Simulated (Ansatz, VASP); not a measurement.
**Two plane-wave programs on AlAs**

File INCAR:

```
ALGO = Normal
EDIFF = 1E-6
ENCUT = 500
GGA = PE
GGA_COMPAT = False
ISIF = 2
ISMEAR = -1
LASPH = True
LCHARG = False
LREAL = False
LWAVE = False
NBANDS = 11
NELM = 120
PREC = Accurate
SIGMA = 0.02
```

The input KPOINTS:

```
k-points
0
Gamma
  8 8 8
```

File POSCAR:

```
AlAs
1.0
    0.0000000000      2.8389246377      2.8389246377
    2.8389246377      0.0000000000      2.8389246377
    2.8389246377      2.8389246377      0.0000000000
Al As
1 1
Direct
    0.0000000000      0.0000000000      0.0000000000
    0.2500000000      0.2500000000      0.2500000000
```

Input for Ansatz:

```yaml
crystal:
  lattice:
    - [0.0, 2.8389246377, 2.8389246377]
    - [2.8389246377, 0.0, 2.8389246377]
    - [2.8389246377, 2.8389246377, 0.0]
  atoms:
    - { symbol: Al, position: [0.0, 0.0, 0.0] }
    - { symbol: As, position: [0.25, 0.25, 0.25] }
kpoints:
  mp_grid: { grid: [8, 8, 8] }
  band_path:
    path:
      - [0.0, 0.0, 0.0]
      - [-0.5, -0.5, 0.0]
      - [-0.375, -0.375, 0.25]
      - [-0.375, 0.0, 0.375]
      - [0.0, 0.0, 0.5]
      - [-0.5, -0.25, 0.25]
      - [0.0, 0.5, 0.5]
    npoints: 1
hamiltonian:
  xc: pbe
scf:
  occupations: { method: fermi_dirac, width: 0.02 }
  n_extra_bands: 4
output:
  forces: true
  stress: true
  eigenvalues: true
```

Alike in both runs: task single point; functional PBE; k mesh 8 × 8 × 8; occupations fermi-dirac, width 0.02 eV; no spin polarisation.

|  | VASP | Ansatz |
| --- | --- | --- |
| version | VASP 6.6.1 | Ansatz 0.2.0 |
| potentials or method | VASP PAW PBE potentials, release 64 (Al, As) | plane waves, PAW |
| plane-wave cutoff (eV) | 500 | 420 |
| valence electrons in the cell | 8 | 18 |

```csv
,VASP,Ansatz,Ansatz less VASP
gap on the k mesh at the Fermi level (eV),1.45,1.46,+0.010
pressure (GPa),2.1,1.9,-0.18
```

VASP's potentials hold 8 valence electrons a cell and Ansatz's 18, so a difference there can come from the potentials and not from the codes.
